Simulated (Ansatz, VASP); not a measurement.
One calculation of Rh, two programs

File POSCAR:

```
Rh
1.0
    0.0000000000      1.9585965000      1.8445035000
    1.9585965000      0.0000000000      1.8445035000
    1.9585965000      1.9585965000      0.0000000000
Rh
1
Direct
    0.0000000000      0.0000000000      0.0000000000
```

The input INCAR.step1:

```
SYSTEM = Rh
ALGO = Normal
EDIFF = 1E-5
ENCUT = 680
GGA = PE
GGA_COMPAT = .FALSE.
ISMEAR = 0
LASPH = .TRUE.
LCHARG = .FALSE.
LREAL = .FALSE.
LWAVE = .TRUE.
NBANDS = 14
NELM = 120
PREC = Accurate
SIGMA = 0.15
```

INCAR.step2

```
SYSTEM = Rh
ALGO = Normal
EDIFF = 1E-6
ENCUT = 680
GGA_COMPAT = .FALSE.
ISIF = 2
ISMEAR = 0
ISTART = 1
LASPH = .TRUE.
LCHARG = .FALSE.
LMIXTAU = .TRUE.
LREAL = .FALSE.
LWAVE = .FALSE.
METAGGA = R2SCAN
NBANDS = 14
NELM = 120
PREC = Accurate
SIGMA = 0.15
```

Contents of KPOINTS:

```
k-points
0
G
  8 8 8
  0 0 0
```

Input for Ansatz:

```yaml
crystal:
  lattice:
    - [0.0, 1.9585965, 1.8445035]
    - [1.9585965, 0.0, 1.8445035]
    - [1.9585965, 1.9585965, 0.0]
  atoms:
    - { symbol: Rh, position: [0.0, 0.0, 0.0] }
basis:
  ecutwfc: 500
kpoints:
  mp_grid: { grid: [8, 8, 8] }
hamiltonian:
  xc: r2scan
scf:
  occupations: { method: gaussian, width: 0.15 }
output:
  forces: true
  stress: true
  eigenvalues: true
```

Change from the starting cell: strain +0.030 along x and y, -0.030 along z, atoms carried along.

Alike in both runs: task single point; functional r2SCAN; k mesh 8 × 8 × 8; occupations gaussian, width 0.15 eV; no spin polarisation.

|  | VASP | Ansatz |
| --- | --- | --- |
| version | VASP 6.6.1 | Ansatz 0.2.0 |
| potentials or method | VASP PAW PBE potentials, release 64 (Rh_sv_GW), cutoff 680 eV | scalar-relativistic, plane waves, PAW |
| valence electrons in the cell | 17 | 17 |

Ansatz gave:

```
gap on the k mesh at the Fermi level (eV)                     : none
pressure (GPa)                                                : -6.8
traceless stress, the component that is largest in VASP (GPa) : 8.10
```

Task: Which values does VASP return?

Result: gap on the k mesh at the Fermi level (eV): none; pressure (GPa): -6.7; traceless stress, the component that is largest in VASP (GPa): 8.12.

VASP's potentials were made for PBE, not for r2SCAN. A gap of «none» marks a metal or a gap that the smearing closes. The functional is the same, so the differences come from potentials, cutoffs and numerics.
